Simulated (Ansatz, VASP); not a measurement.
# Two plane-wave programs on KF

```
K F
1.0
     3.18485    0.00000    0.00000
     0.00000    3.18485    0.00000
     0.00000    0.00000    3.18485
K F
1 1
Cartesian
  0.0000 0.0000 0.0000
  1.5924 1.5924 1.5924
```

Alike in both runs: task single point; functional PBE; k mesh 8 × 8 × 8; occupations gaussian, width 0.02 eV; no spin polarisation.

|  | VASP | Ansatz |
| --- | --- | --- |
| version | VASP 6.6.1 | Ansatz 0.2.0 |
| potentials or method | VASP PAW PBE potentials, release 64 (K_sv, F), cutoff 600 eV | scalar-relativistic, plane waves, PAW |
| valence electrons in the cell | 16 | 16 |

Ansatz gave:

```
gap on the k mesh at the Fermi level (eV) : 6.77
least direct gap on the mesh (eV)         : 6.81
pressure (GPa)                            : 2.7
```

Problem. What did VASP give for the same quantities?

Solution. gap on the k mesh at the Fermi level (eV): 6.76; least direct gap on the mesh (eV): 6.79; pressure (GPa): 2.7.
